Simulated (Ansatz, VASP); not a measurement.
**LiBr: VASP beside Ansatz**

```
Li Br
1.0
     0.00000    2.75065    2.75065
     2.75065    0.00000    2.75065
     2.75065    2.75065    0.00000
Li Br
1 1
Direct
  0.00000 0.00000 0.00000
  0.50000 0.50000 0.50000
```

Change from the starting cell: shortest bond scaled by 1, PAW files.

Alike in both runs: task electric field gradients; functional LDA; k mesh 7 × 7 × 7; occupations fermi-dirac, width 0.03 eV; no spin polarisation.

|  | VASP | Ansatz |
| --- | --- | --- |
| version | VASP 6.6.1 | Ansatz 0.2.0 |
| potentials or method | VASP PAW LDA potentials, release 64 (Li_sv, Br) | PAW with Ansatz's default frozen-core files, scalar-relativistic |
| plane-wave cutoff (eV) | 650 | 420 |
| valence electrons in the cell | 10 | 10 |

```tsv
	VASP	Ansatz	Ansatz less VASP
gap on the k mesh at the Fermi level (eV)	4.66	4.64	-0.020
pressure (GPa)	-2.8	-2.8	+0.05
```

LDA's correlation is that of Perdew and Zunger in VASP and of Perdew and Wang (1992) in Ansatz.
